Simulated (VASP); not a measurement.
# SiGe (P6_3mc) in VASP: further runs, part 2 of 2

VASP 6.6.1. The steps go on from the part before.

## 4. Single point, PBEsol (strain -0.0750 x Voigt [0, 0, 1, 0, 0, 0])

INCAR reads:

```
PREC = Accurate
ENCUT = 520
EDIFF = 1E-6
ISMEAR = 0
SIGMA = 0.03
LREAL = F
LASPH = T
NELM = 80
ALGO = Normal
ISIF = 2
LWAVE = F
LCHARG = F
GGA = PS
NBANDS = 26
```

KPOINTS reads:

```
regular mesh
0
Gamma
  12 12 6
```

POSCAR reads:

```
SiGe
1.0
    3.9005968931      0.0000000000      0.0000000000
   -1.9502984466      3.3780159994      0.0000000000
    0.0000000000      0.0000000000      5.9601383142
Si Ge
2 2
Direct
    0.6666666667      0.3333333333      0.8745463420
    0.3333333333      0.6666666667      0.3745463420
    0.6666666667      0.3333333333      0.5004526580
    0.3333333333      0.6666666667      0.0004526580
```

Potentials or basis: VASP PAW PBE potentials, release 64 (Si, Ge_d).

On the command line:

```
cat potpaw_PBE.64/Si/POTCAR potpaw_PBE.64/Ge_d/POTCAR > POTCAR
mpirun -np 1 vasp_std > vasp.out
```

OUTCAR:

```text
PREC = Accurate
   ENCUT = 520
   EDIFF = 1E-6
   ISMEAR = 0
   LREAL = F
   LASPH = T
   NELM = 80
   ISIF = 2
   GGA = PS

 ion  position               nearest neighbor table
   1  0.667  0.333  0.875-   3 2.23   4 2.37   4 2.37   4 2.37
   2  0.333  0.667  0.375-   4 2.23   3 2.37   3 2.37   3 2.37
   3  0.667  0.333  0.500-   1 2.23   2 2.37   2 2.37   2 2.37
   4  0.333  0.667  0.000-   2 2.23   1 2.37   1 2.37   1 2.37

  LATTYP: Found a hexagonal cell.
 ALAT       =     3.9005968931
 C/A-ratio  =     1.5280067327

  Lattice vectors:

 A1 = (   3.9005968931,   0.0000000000,   0.0000000000)
 A2 = (  -1.9502984466,   3.3780159994,   0.0000000000)
 A3 = (   0.0000000000,   0.0000000000,   5.9601383142)

Analysis of symmetry for initial positions (statically):
=====================================================================
 Subroutine PRICEL returns:
 Original cell was already a primitive cell.

 Routine SETGRP: Setting up the symmetry group for a
 hexagonal supercell.

 Subroutine GETGRP returns: Found 12 space group operations
 (whereof  6 operations were pure point group operations)
 out of a pool of 24 trial point group operations.

The static configuration has the point symmetry C_3v.
 The point group associated with its full space group is C_6v.

Analysis of symmetry for dynamics (positions and initial velocities):
=====================================================================
 Subroutine PRICEL returns:
 Original cell was already a primitive cell.

 Routine SETGRP: Setting up the symmetry group for a
 hexagonal supercell.

 Subroutine GETGRP returns: Found 12 space group operations
 (whereof  6 operations were pure point group operations)
 out of a pool of 24 trial point group operations.

The dynamic configuration has the point symmetry C_3v.
 The point group associated with its full space group is C_6v.

 Subroutine INISYM returns: Found 12 space group operations
 (whereof  6 operations are pure point group operations),
 and found     1 'primitive' translations

----------------------------------------------------------------------------------------

                                     Primitive cell

  volume of cell :      78.5324

  direct lattice vectors                    reciprocal lattice vectors
     3.900596893  0.000000000  0.000000000     0.256371019  0.148015877  0.000000000
    -1.950298447  3.378015999  0.000000000     0.000000000  0.296031754  0.000000000
     0.000000000  0.000000000  5.960138314     0.000000000  0.000000000  0.167781341

  length of vectors
     3.900596893  3.900596893  5.960138314     0.296031754  0.296031754  0.167781341

  position of ions in fractional coordinates (direct lattice)
     0.666666667  0.333333333  0.874546342
     0.333333333  0.666666667  0.374546342
     0.666666667  0.333333333  0.500452658
     0.333333333  0.666666667  0.000452658

  ion indices of the primitive-cell ions
   primitive index   ion index
                 1           1
                 2           2
                 3           3
                 4           4

----------------------------------------------------------------------------------------

 KPOINTS: regular mesh

Automatic generation of k-mesh.
 Grid dimensions read from file:
 generate k-points for:   12   12    6

 Generating k-lattice:

  Cartesian coordinates                     Fractional coordinates (reciprocal lattice)
     0.021364252  0.012334656  0.000000000     0.083333333  0.000000000  0.000000000
     0.000000000  0.024669313  0.000000000     0.000000000  0.083333333  0.000000000
     0.000000000  0.000000000  0.027963557     0.000000000  0.000000000  0.166666667

  Length of vectors
     0.024669313  0.024669313  0.027963557

  Shift w.r.t. Gamma in fractional coordinates (k-lattice)
     0.000000000  0.000000000  0.000000000

 Subroutine IBZKPT returns following result:
 ===========================================

 Found     76 irreducible k-points:

 Following reciprocal coordinates:
            Coordinates               Weight
  0.000000  0.000000  0.000000      1.000000
  0.083333  0.000000  0.000000      6.000000
  0.166667  0.000000  0.000000      6.000000
  0.250000  0.000000  0.000000      6.000000
  0.333333  0.000000  0.000000      6.000000
  0.416667  0.000000  0.000000      6.000000
[... 16 lines left out ...]
  0.250000  0.000000  0.166667     12.000000
  0.333333  0.000000  0.166667     12.000000
 [... further k-points ...]
   k-points           NKPTS =     76   k-points in BZ     NKDIM =     76   number of bands    NBANDS=     26
   number of dos      NEDOS =    301   number of ions     NIONS =      4
   total plane-waves  NPLWV =  43200
   dimension x,y,z NGX =    30 NGY =   30 NGZ =   48
   dimension x,y,z NGXF=    60 NGYF=   60 NGZF=   96
   ions per type =               2   2
   NGX,Y,Z   is equivalent  to a cutoff of  12.79, 12.79, 13.39 a.u.
   NGXF,Y,Z  is equivalent  to a cutoff of  25.57, 25.57, 26.78 a.u.
 SYSTEM =  unknown system
   PREC   = accura    normal or accurate (medium, high low for compatibility)
   ISTART =      0    job   : 0-new  1-cont  2-samecut
   ICHARG =      2    charge: 1-file 2-atom 10-const
   ISPIN  =      1    spin polarized calculation?
   LNONCOLLINEAR =      F non collinear calculations
   LSORBIT =      F    spin-orbit coupling
   LASPH  =      T    aspherical Exc in radial PAW
   ENCUT  =  520.0 eV  38.22 Ry    6.18 a.u.   7.25  7.25 11.08*2*pi/ulx,y,z
   NELM   =     80;   NELMIN=  2; NELMDL= -5     # of ELM steps
   EDIFF  = 0.1E-05   stopping-criterion for ELM
   LREAL  =      F    real-space projection
   EDIFFG = 0.1E-04   stopping-criterion for IOM
   NSW    =      0    number of steps for IOM
   IBRION =     -1    ionic relax: 0-MD 1-quasi-New 2-CG
   NFREE  =      0    steps in history (QN), initial steepest desc. (CG)
   ISIF   =      2    stress and relaxation
   ISYM   =      2    0-nonsym 1-usesym 2-fastsym
   POTIM  = 0.5000    time-step for ionic-motion
   TEBEG  =    0.0;   TEEND  =   0.0 temperature during run
   PSTRESS=    0.0 pullay stress
   NELECT =      36.0000    total number of electrons
   NUPDOWN=      -1.0000    fix difference up-down
   EMIN   =  10.00;   EMAX   =-10.00  energy-range for DOS
   EFERMI =   0.00;   METHOD = LEGACY
   ISMEAR =     0;   SIGMA  =   0.03  broadening in eV -4-tet -1-fermi 0-gaus
   EFERMI_NEDOS =   21; number of points for ismear=-14 and -15
   IALGO  =     38    algorithm
   IMIX   =      4    mixing-type and parameters
     AMIX     =   0.40;   BMIX     =  1.00
     AMIX_MAG =   1.60;   BMIX_MAG =  1.00
  volume/ion in A,a.u.               =      19.63       132.49
  Fermi-wavevector in a.u.,A,eV,Ry     =   1.262290  2.385383 21.679212  1.593377
  Thomas-Fermi vector in A             =   2.395706
   LORBIT       =      0    0 simple, 1 ext, 2 COOP (PROOUT), +10 PAW based schemes
   GGA     = PS    functional components
   LHFCALC =     F    Hartree Fock is set to
   AEXX    =    0.0000 exact exchange contribution
   IVDW    =     0    specifies the selected vdW correction
   LEPSILON=     F    determine dielectric tensor
   LRPA    =     F    only Hartree local field effects (RPA)
 non-spin polarized calculation
 Gauss-broadening in eV      SIGMA  =   0.03
  energy-cutoff  :      520.00
  volume of cell :       78.53
 maximum number of plane-waves:      2146
 NGX is ok and might be reduce to    30
   NGX = 15   NGY = 15   NGZ = 23

 number of electron      35.9999975 magnetization

 Free energy of the ion-electron system (eV)
  ---------------------------------------------------
  ext. energy  EPLUGINS =         0.00000000
  ---------------------------------------------------
  free energy    TOTEN  =       -20.84489450 eV

  energy without entropy =      -20.84471521  energy(sigma->0) =      -20.84480485

 E-fermi :   6.2753     XC(G=0): -10.2142

 val. band max:        6.2308418588   @ k =   0.5000   0.0000   0.0000
 cond. band min:       6.2753408044   @ k =   0.0833   0.0000   0.0000
 fundamental gap:      0.0444989456
 Fermi energy:         6.2753108819

 k-point     1 :       0.0000    0.0000    0.0000
  band No.  band energies     occupation
      1     -18.2385      2.00000
      2     -18.2357      2.00000
      3     -18.2196      2.00000
      4     -18.2196      2.00000
      5     -18.2150      2.00000
      6     -18.2150      2.00000
[... 18 lines left out ...]
     25      10.8309      0.00000
     26      12.4657      0.00000
[... 644 lines left out ...]
      4     -18.2151      2.00000
      5     -18.2146      2.00000
      6     -18.2097      2.00000
[... 18 lines left out ...]
     25      13.5483      0.00000
     26      13.5873      0.00000

 [... further k-points ...]
[... 5 lines left out ...]
  --------------------------------------------------------------------------------------
  -------------------------------------------------------------------------------------
  Total        0.5747877      0.5747877     11.4907510     -0.0000000      0.0000000     -0.0000000
  in kB       11.7265139     11.7265139    234.4282175     -0.0000000      0.0000000     -0.0000000
  external PRESSURE =      85.9604151 kB  Pullay stress =       0.0000000 kB

 VOLUME and BASIS-vectors are now :
 -----------------------------------------------------------------------------
  energy-cutoff  :      520.00
  volume of cell :       78.53
      direct lattice vectors                 reciprocal lattice vectors
     3.900596893  0.000000000  0.000000000     0.256371019  0.148015877  0.000000000
    -1.950298447  3.378015999  0.000000000     0.000000000  0.296031754  0.000000000
     0.000000000  0.000000000  5.960138314     0.000000000  0.000000000  0.167781341

 POSITION                                       TOTAL-FORCE (eV/Angst)
 -----------------------------------------------------------------------------------
      1.95030      1.12601      5.21242        -0.000000      0.000000      1.284326
     -0.00000      2.25201      2.23235         0.000000     -0.000000      1.284326
      1.95030      1.12601      2.98277        -0.000000      0.000000     -1.284326
     -0.00000      2.25201      0.00270         0.000000     -0.000000     -1.284326
 -----------------------------------------------------------------------------------
    total drift:                                0.000000      0.000000      0.000664

  FREE ENERGIE OF THE ION-ELECTRON SYSTEM (eV)
  ---------------------------------------------------
  free  energy   TOTEN  =       -20.8448944961 eV

  energy  without entropy=      -20.8447152064  energy(sigma->0) =      -20.84480485
```

stdout:

```text
POSCAR found type information on POSCAR SiGe
 POSCAR found :  2 types and       4 ions
 scaLAPACK will be used
 -----------------------------------------------------------------------------
|                                                                             |
|                                                                             |
|     You enforced a specific xc type in the INCAR file but a different       |
|     I HOPE YOU KNOW WHAT YOU ARE DOING!                                     |
|                                                                             |
 -----------------------------------------------------------------------------

 LDA part: xc-table for (Slater+PW92), standard interpolation
 POSCAR, INCAR and KPOINTS ok, starting setup
 FFT: planning ... GRIDC
 FFT: planning ... GRID_SOFT
 FFT: planning ... GRID
 WAVECAR not read
 entering main loop
```

It took 73 s on 1 thread of Intel Xeon Platinum 8559C (Emerald Rapids), shared host; peak memory 0.27 GiB.

What came out:

```
Free energy            : -20.8449 eV
Pressure               : 8.6 GPa
Largest force          : 1.284 eV/Å
Band gap on the k mesh : zero (band 18 reaches 6.43 eV, above the bottom of band 19 at 6.23 eV)
```

Forces on the atoms (eV/Å):
```
Si   0.000  0.000  1.284
Si   0.000  0.000  1.284
Ge   0.000  0.000 -1.284
Ge   0.000  0.000 -1.284
```

Stress tensor (GPa, compression positive):
```
 1.17  0.00  0.00
 0.00  1.17  0.00
 0.00  0.00 23.44
```

Levels at points of the mesh, in eV from the Fermi level:
| k point | band 16 | band 17 | band 18 | band 19 | band 20 | band 21 |
| --- | --- | --- | --- | --- | --- | --- |
| (0.00, 0.00, 0.00) | -0.18 | -0.12 | 0.15 | 0.15 | 1.64 | 1.64 |
| (0.50, 0.00, 0.00) | -3.65 | -3.36 | -1.36 | -0.04 | 2.39 | 3.04 |
| (0.00, 0.00, 0.50) | -1.25 | -1.25 | -1.25 | 0.96 | 0.96 | 2.95 |
| (0.50, 0.00, 0.50) | -2.79 | -2.40 | -2.40 | 0.74 | 0.74 | 2.16 |

Caveat: the cell differs from its parent crystal (strain -0.0750 x Voigt [0, 0, 1, 0, 0, 0]); the PAW data sets were made with another functional, which shifts forces and pressure a little.

## 5. Summary

| cell | gap on the mesh (eV) | pressure (GPa) | largest force (eV/Å) |
| --- | --- | --- | --- |
| a = 3.901, b = 3.901, c = 5.477 Å, angles 90.0, 90.0, 120.0°, 4 atoms | none | 24.2 | 4.35 |
| a = 3.901, b = 3.901, c = 5.719 Å, angles 90.0, 90.0, 120.0°, 4 atoms | none | 15.4 | 2.52 |
| a = 3.901, b = 3.901, c = 5.960 Å, angles 90.0, 90.0, 120.0°, 4 atoms | none | 8.6 | 1.28 |

Alike in all rows: task single point; level PBEsol; potentials or basis VASP PAW PBE potentials, release 64 (Si, Ge_d); no spin polarisation; k mesh 12 × 12 × 6; cutoff (eV) 520; smearing gaussian 0.03 eV.

Caveats: the PAW data sets were made with another functional, which shifts forces and pressure a little.

Absolute energies hang on the potentials; compare differences alone.
